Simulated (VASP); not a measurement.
# Ta2H (C2/m) in VASP: single point with r2SCAN

Aim: the single point of Ta2H with r2SCAN.

Program: VASP 6.6.1. These are calculated values, not measurements. Logs are shortened: lines on timing, memory, paths and dates and some standing lists are left out, and cuts for length are marked.

### 1 The cell of the first run

Symmetry: C2/m, No. 12, monoclinic system. Conventional cell: a = 4.851 Å, b = 3.248 Å, c = 4.884 Å, α = 90.00°, β = 96.98°, γ = 90.00°. H (site symmetry 2/m) has 6 Ta at 1.93 to 2.28 Å within 2.6 Å. Ta (site symmetry m) has 3 H at 1.93 to 2.28 Å within 2.6 Å.

### 2 Single point, r2SCAN

Contents of POSCAR:

```
Ta2H
1.0
    2.4255014887     -1.6241556979      0.0000000000
    2.4255014887      1.6241556979      0.0000000000
   -0.5939143858      0.0000000000      4.8476388473
H Ta
1 2
Direct
    0.5000000000      0.5000000000      0.0000000000
    0.2336437400      0.2336437400      0.2625626400
    0.7663562600      0.7663562600      0.7374373600
```

Contents of INCAR.step1:

```
SYSTEM = Ta2H
ALGO = Normal
EDIFF = 1E-4
ENCUT = 520
GGA = PE
ISMEAR = 0
LASPH = .True.
LCHARG = .False.
LREAL = .False.
LWAVE = .True.
NBANDS = 18
NELM = 60
PREC = Accurate
SIGMA = 0.05
```

Contents of INCAR.step2:

```
SYSTEM = Ta2H
ALGO = Normal
EDIFF = 1E-7
ENCUT = 520
ISIF = 2
ISMEAR = 0
ISTART = 1
LASPH = .True.
LCHARG = .False.
LMIXTAU = .True.
LREAL = .False.
LWAVE = .False.
METAGGA = R2SCAN
NBANDS = 18
NELM = 60
PREC = Accurate
SIGMA = 0.05
```

Contents of KPOINTS:

```
k-points
0
Gamma
  12 12 8
  0 0 0
```

Potentials or basis: VASP PAW PBE potentials, release 64 (H, Ta_pv).

The run is started by

```bash
$ cat potpaw_PBE.64/H/POTCAR potpaw_PBE.64/Ta_pv/POTCAR > POTCAR
$ cp INCAR.step1 INCAR
$ mpirun -np 1 vasp_std > vasp.out
$ cp INCAR.step2 INCAR
$ mpirun -np 1 vasp_std > vasp.out
```

OUTCAR:

```text
SYSTEM = Ta2H
   EDIFF = 1E-7
   ENCUT = 520
   ISIF = 2
   ISMEAR = 0
   ISTART = 1
   LASPH = .True.
   LREAL = .False.
   METAGGA = R2SCAN
   NELM = 60
   PREC = Accurate

 ion  position               nearest neighbor table
   1  0.500  0.500  0.000-   2 1.93   3 1.93
   2  0.234  0.234  0.263-   1 1.93   3 2.82   3 2.82   3 3.06   3 3.06   3 3.21   3 3.26   3 3.43

   3  0.766  0.766  0.737-   1 1.93   2 2.82   2 2.82   2 3.06   2 3.06   2 3.21   2 3.26   2 3.43

  LATTYP: Found a base centered monoclinic cell.
 ALAT       =     4.8510029774
 B/A-ratio  =     0.6696164506
 C/A-ratio  =     1.0067784811
 COS(beta)  =    -0.1216069453

  Lattice vectors:

 A1 = (   2.4255014887,  -1.6241556979,   0.0000000000)
 A2 = (   2.4255014887,   1.6241556979,   0.0000000000)
 A3 = (  -0.5939143858,   0.0000000000,   4.8476388473)

Analysis of symmetry for initial positions (statically):
=====================================================================
 Subroutine PRICEL returns:
 Original cell was already a primitive cell.

 Routine SETGRP: Setting up the symmetry group for a
 base centered monoclinic supercell.

 Subroutine GETGRP returns: Found  4 space group operations
 (whereof  4 operations were pure point group operations)
 out of a pool of  4 trial point group operations.

The static configuration has the point symmetry C_2h.

Analysis of symmetry for dynamics (positions and initial velocities):
=====================================================================
 Subroutine PRICEL returns:
 Original cell was already a primitive cell.

 Routine SETGRP: Setting up the symmetry group for a
 base centered monoclinic supercell.

 Subroutine GETGRP returns: Found  4 space group operations
 (whereof  4 operations were pure point group operations)
 out of a pool of  4 trial point group operations.

The dynamic configuration has the point symmetry C_2h.

 Subroutine INISYM returns: Found  4 space group operations
 (whereof  4 operations are pure point group operations),
 and found     1 'primitive' translations

----------------------------------------------------------------------------------------

                                     Primitive cell

  volume of cell :      38.1935

  direct lattice vectors                    reciprocal lattice vectors
     2.425501489 -1.624155698  0.000000000     0.206142937 -0.307852259  0.025255853
     2.425501489  1.624155698  0.000000000     0.206142937  0.307852259  0.025255853
    -0.593914386  0.000000000  4.847638847     0.000000000  0.000000000  0.206285994

  length of vectors
     2.919064782  2.919064782  4.883885409     0.371356677  0.371356677  0.206285994

  position of ions in fractional coordinates (direct lattice)
     0.500000000  0.500000000  0.000000000
     0.233643740  0.233643740  0.262562640
     0.766356260  0.766356260  0.737437360

  ion indices of the primitive-cell ions
   primitive index   ion index
                 1           1
                 2           2
                 3           3

----------------------------------------------------------------------------------------

 KPOINTS: k-points

Automatic generation of k-mesh.
 Grid dimensions read from file:
 generate k-points for:   12   12    8

 Generating k-lattice:

  Cartesian coordinates                     Fractional coordinates (reciprocal lattice)
     0.017178578 -0.025654355  0.002104654     0.083333333 -0.000000000  0.000000000
     0.017178578  0.025654355  0.002104654    -0.000000000  0.083333333  0.000000000
     0.000000000  0.000000000  0.025785749     0.000000000  0.000000000  0.125000000

  Length of vectors
     0.030946390  0.030946390  0.025785749

  Shift w.r.t. Gamma in fractional coordinates (k-lattice)
     0.000000000  0.000000000  0.000000000

 Subroutine IBZKPT returns following result:
 ===========================================

 Found    320 irreducible k-points:

 Following reciprocal coordinates:
            Coordinates               Weight
  0.000000  0.000000  0.000000      1.000000
  0.083333 -0.000000  0.000000      4.000000
  0.166667  0.000000 -0.000000      4.000000
  0.250000 -0.000000  0.000000      4.000000
  0.333333 -0.000000  0.000000      4.000000
  0.416667 -0.000000  0.000000      4.000000
[... 16 lines left out ...]
  0.500000  0.166667 -0.000000      4.000000
 -0.416667  0.166667 -0.000000      4.000000
 [... further k-points ...]
   k-points           NKPTS =    320   k-points in BZ     NKDIM =    320   number of bands    NBANDS=     18
   number of dos      NEDOS =    301   number of ions     NIONS =      3
   total plane-waves  NPLWV =  20736
   dimension x,y,z NGX =    24 NGY =   24 NGZ =   36
   dimension x,y,z NGXF=    48 NGYF=   48 NGZF=   72
   ions per type =               1   2
   NGX,Y,Z   is equivalent  to a cutoff of  13.67, 13.67, 12.25 a.u.
   NGXF,Y,Z  is equivalent  to a cutoff of  27.34, 27.34, 24.51 a.u.
 SYSTEM =  Ta2H
   PREC   = accura    normal or accurate (medium, high low for compatibility)
   ISTART =      1    job   : 0-new  1-cont  2-samecut
   ICHARG =      0    charge: 1-file 2-atom 10-const
   ISPIN  =      1    spin polarized calculation?
   LNONCOLLINEAR =      F non collinear calculations
   LSORBIT =      F    spin-orbit coupling
   LASPH  =      T    aspherical Exc in radial PAW
   ENCUT  =  520.0 eV  38.22 Ry    6.18 a.u.   5.43  5.43  9.08*2*pi/ulx,y,z
   NELM   =     60;   NELMIN=  2; NELMDL=  0     # of ELM steps
   EDIFF  = 0.1E-06   stopping-criterion for ELM
   LREAL  =      F    real-space projection
   EDIFFG = 0.1E-05   stopping-criterion for IOM
   NSW    =      0    number of steps for IOM
   IBRION =     -1    ionic relax: 0-MD 1-quasi-New 2-CG
   NFREE  =      0    steps in history (QN), initial steepest desc. (CG)
   ISIF   =      2    stress and relaxation
   ISYM   =      2    0-nonsym 1-usesym 2-fastsym
   POTIM  = 0.5000    time-step for ionic-motion
   TEBEG  =    0.0;   TEEND  =   0.0 temperature during run
   PSTRESS=    0.0 pullay stress
   NELECT =      23.0000    total number of electrons
   NUPDOWN=      -1.0000    fix difference up-down
   EMIN   =  10.00;   EMAX   =-10.00  energy-range for DOS
   EFERMI =   0.00;   METHOD = LEGACY
   ISMEAR =     0;   SIGMA  =   0.05  broadening in eV -4-tet -1-fermi 0-gaus
   EFERMI_NEDOS =   21; number of points for ismear=-14 and -15
   IALGO  =     38    algorithm
   IMIX   =      4    mixing-type and parameters
     AMIX     =   0.40;   BMIX     =  1.00
     AMIX_MAG =   1.60;   BMIX_MAG =  1.00
  volume/ion in A,a.u.               =      12.73        85.91
  Fermi-wavevector in a.u.,A,eV,Ry     =   1.382465  2.612481 26.003601  1.911211
  Thomas-Fermi vector in A             =   2.507154
   LORBIT       =      0    0 simple, 1 ext, 2 COOP (PROOUT), +10 PAW based schemes
   METAGGA = R2SCAN    functional components
   LHFCALC =     F    Hartree Fock is set to
   AEXX    =    0.0000 exact exchange contribution
   IVDW    =     0    specifies the selected vdW correction
   LEPSILON=     F    determine dielectric tensor
   LRPA    =     F    only Hartree local field effects (RPA)
 non-spin polarized calculation
 Gauss-broadening in eV      SIGMA  =   0.05
  energy-cutoff  :      520.00
  volume of cell :       38.19
 maximum number of plane-waves:      1044
 NGX is ok and might be reduce to    24
   NGX = 11   NGY = 11   NGZ = 19

 number of electron      23.0000000 magnetization

 Free energy of the ion-electron system (eV)
  ---------------------------------------------------
  ext. energy  EPLUGINS =         0.00000000
  ---------------------------------------------------
  free energy    TOTEN  =      -100.95564471 eV

  energy without entropy =     -100.95391267  energy(sigma->0) =     -100.95477869

 E-fermi :   5.5698     XC(G=0): -13.7107

 val. band max:        5.5536908078   @ k =   0.2500   0.2500   0.3750
 cond. band min:       5.5702180507   @ k =  -0.4167   0.1667   0.1250
 fundamental gap:      0.0165272430
 Fermi energy:         5.5697517465

 k-point     1 :       0.0000    0.0000    0.0000
  band No.  band energies     occupation
      1     -30.1759      2.00000
      2     -29.3676      2.00000
      3     -29.1059      2.00000
      4     -29.0898      2.00000
      5     -29.0663      2.00000
      6     -29.0633      2.00000
[... 10 lines left out ...]
     17      10.4114      0.00000
     18      12.4055      0.00000

 k-point     2 :       0.0833   -0.0000    0.0000
  band No.  band energies     occupation
      1     -30.1523      2.00000
      2     -29.3976      2.00000
      3     -29.1399      2.00000
      4     -29.1186      2.00000
      5     -29.0975      2.00000
      6     -29.0718      2.00000
[... 10 lines left out ...]
     17      10.4763      0.00000
     18      12.4869      0.00000

 k-point     3 :       0.1667    0.0000   -0.0000
  band No.  band energies     occupation
      1     -30.0846      2.00000
      2     -29.4964      2.00000
      3     -29.2939      2.00000
      4     -29.1762      2.00000
      5     -29.1287      2.00000
      6     -29.0903      2.00000
[... 10 lines left out ...]
     17      10.5027      0.00000
     18      12.9006      0.00000

 k-point     4 :       0.2500   -0.0000    0.0000
  band No.  band energies     occupation
      1     -29.9833      2.00000
      2     -29.6539      2.00000
      3     -29.5034      2.00000
      4     -29.2371      2.00000
      5     -29.1640      2.00000
      6     -29.1166      2.00000
[... 10 lines left out ...]
     17      10.3365      0.00000
     18      13.5281      0.00000

 k-point     5 :       0.3333   -0.0000    0.0000
  band No.  band energies     occupation
      1     -29.8821      2.00000
      2     -29.8171      2.00000
      3     -29.6854      2.00000
      4     -29.3112      2.00000
      5     -29.1944      2.00000
      6     -29.1445      2.00000
[... 10 lines left out ...]
     17      10.2586      0.00000
     18      13.3097      0.00000

 k-point     6 :       0.4167   -0.0000    0.0000
  band No.  band energies     occupation
      1     -29.9387      2.00000
      2     -29.9142      2.00000
      3     -29.6615      2.00000
      4     -29.4115      2.00000
      5     -29.2107      2.00000
      6     -29.1665      2.00000
[... 10 lines left out ...]
     17      11.0013      0.00000
     18      13.7053      0.00000

 k-point     7 :       0.5000   -0.0000    0.0000
  band No.  band energies     occupation
      1     -29.9758      2.00000
      2     -29.9656      2.00000
      3     -29.5365      2.00000
      4     -29.5316      2.00000
      5     -29.2153      2.00000
      6     -29.1751      2.00000
[... 10 lines left out ...]
     17      12.6439      0.00000
     18      12.7927      0.00000

 k-point     8 :       0.0833    0.0833    0.0000
  band No.  band energies     occupation
      1     -30.1539      2.00000
      2     -29.3920      2.00000
      3     -29.1629      2.00000
      4     -29.1437      2.00000
      5     -29.0884      2.00000
      6     -29.0836      2.00000
[... 10 lines left out ...]
     17      10.7046      0.00000
     18      12.3739      0.00000
[... 229 lines left out ...]
     17      11.4790      0.00000
     18      12.2789      0.00000

 k-point    20 :       0.2500    0.1667    0.0000
  band No.  band energies     occupation
      1     -30.0401      2.00000
      2     -29.5633      2.00000
      3     -29.5280      2.00000
      4     -29.3365      2.00000
      5     -29.1718      2.00000
      6     -29.1079      2.00000
[... 10 lines left out ...]
     17      11.1818      0.00000
     18      12.9903      0.00000

 k-point    21 :       0.3333    0.1667    0.0000
  band No.  band energies     occupation
      1     -29.9606      2.00000
      2     -29.7286      2.00000
      3     -29.6996      2.00000
      4     -29.3497      2.00000
      5     -29.2122      2.00000
      6     -29.1454      2.00000
[... 10 lines left out ...]
     17      10.5009      0.00000
     18      13.8617      0.00000

 k-point    22 :       0.4167    0.1667    0.0000
  band No.  band energies     occupation
      1     -29.9112      2.00000
      2     -29.8680      2.00000
      3     -29.7795      2.00000
      4     -29.3696      2.00000
      5     -29.2606      2.00000
      6     -29.2070      2.00000
[... 10 lines left out ...]
     17      11.2023      0.00000
     18      13.7357      0.00000

 k-point    23 :       0.5000    0.1667   -0.0000
  band No.  band energies     occupation
      1     -29.9413      2.00000
      2     -29.9341      2.00000
      3     -29.7006      2.00000
      4     -29.4100      2.00000
      5     -29.3098      2.00000
      6     -29.2775      2.00000
[... 10 lines left out ...]
     17      12.5767      0.00000
     18      13.7144      0.00000

 k-point    24 :      -0.4167    0.1667   -0.0000
  band No.  band energies     occupation
      1     -29.9203      2.00000
      2     -29.9080      2.00000
      3     -29.5995      2.00000
      4     -29.4863      2.00000
      5     -29.3636      2.00000
      6     -29.3072      2.00000
[... 10 lines left out ...]
     17      11.7427      0.00000
     18      13.7732      0.00000

 [... further k-points ...]

------------------------ aborting loop because EDIFF is reached ----------------------------------------

  FORCE on cell =-STRESS in cart. coord.  units (eV):
  Direction    XX          YY          ZZ          XY          YZ          ZX
  --------------------------------------------------------------------------------------
  -------------------------------------------------------------------------------------
  Total        0.0674213     -0.0907240     -0.0548433      0.0000000      0.0000000      0.1673516
  in kB        2.8282532     -3.8057784     -2.3006174      0.0000000      0.0000000      7.0202240
  external PRESSURE =      -1.0927142 kB  Pullay stress =       0.0000000 kB

 VOLUME and BASIS-vectors are now :
 -----------------------------------------------------------------------------
  energy-cutoff  :      520.00
  volume of cell :       38.19
      direct lattice vectors                 reciprocal lattice vectors
     2.425501489 -1.624155698  0.000000000     0.206142937 -0.307852259  0.025255853
     2.425501489  1.624155698  0.000000000     0.206142937  0.307852259  0.025255853
    -0.593914386  0.000000000  4.847638847     0.000000000  0.000000000  0.206285994

 POSITION                                       TOTAL-FORCE (eV/Angst)
 -----------------------------------------------------------------------------------
      2.42550      0.00000      0.00000        -0.000000      0.000000      0.000000
      0.97747      0.00000      1.27281        -0.000350     -0.000000      0.013959
      3.27962      0.00000      3.57483         0.000350     -0.000000     -0.013959
 -----------------------------------------------------------------------------------
    total drift:                                0.000000      0.000000      0.000000

  FREE ENERGIE OF THE ION-ELECTRON SYSTEM (eV)
  ---------------------------------------------------
  free  energy   TOTEN  =      -100.9556447099 eV

  energy  without entropy=     -100.9539126703  energy(sigma->0) =     -100.95477869
```

Run time: 17 min. Hardware: 1 thread of Oxide Virtual Turin-like, shared host; peak memory 0.28 GiB.

What came out:

```
Free energy            : -100.9556 eV
Pressure               : -0.1 GPa
Largest force          : 0.014 eV/Å
Band gap on the k mesh : zero (an odd number of electrons rules out a gap without spin polarisation)
```

Forces on the atoms (eV/Å):
```
H    0.000  0.000  0.000
Ta   0.000  0.000  0.014
Ta   0.000  0.000 -0.014
```

Levels at points of the mesh, in eV from the Fermi level:
```tsv
k point	band 9	band 10	band 11	band 12	band 13	band 14	band 15	band 16
(0.00, 0.00, 0.00)	-2.17	-1.39	0.14	0.28	1.45	2.37	2.81	3.99
(0.50, 0.00, 0.00)	-2.98	-1.63	-0.94	-0.91	2.46	3.49	5.13	5.21
(0.50, 0.50, 0.00)	-3.79	-1.41	-0.97	1.74	4.52	6.16	6.46	6.48
(0.00, 0.00, 0.50)	-1.90	-0.68	-0.31	-0.06	2.31	2.54	2.81	3.09
(0.50, 0.00, 0.50)	-2.64	-1.35	-1.11	1.19	2.20	4.56	4.76	5.26
(0.50, 0.50, 0.50)	-2.69	-2.46	0.38	0.84	1.05	1.24	5.97	6.50
```

Caveat: the PAW data sets were made with another functional, which shifts forces and pressure a little; spin-orbit coupling is left out, which moves the levels of the heavy elements.
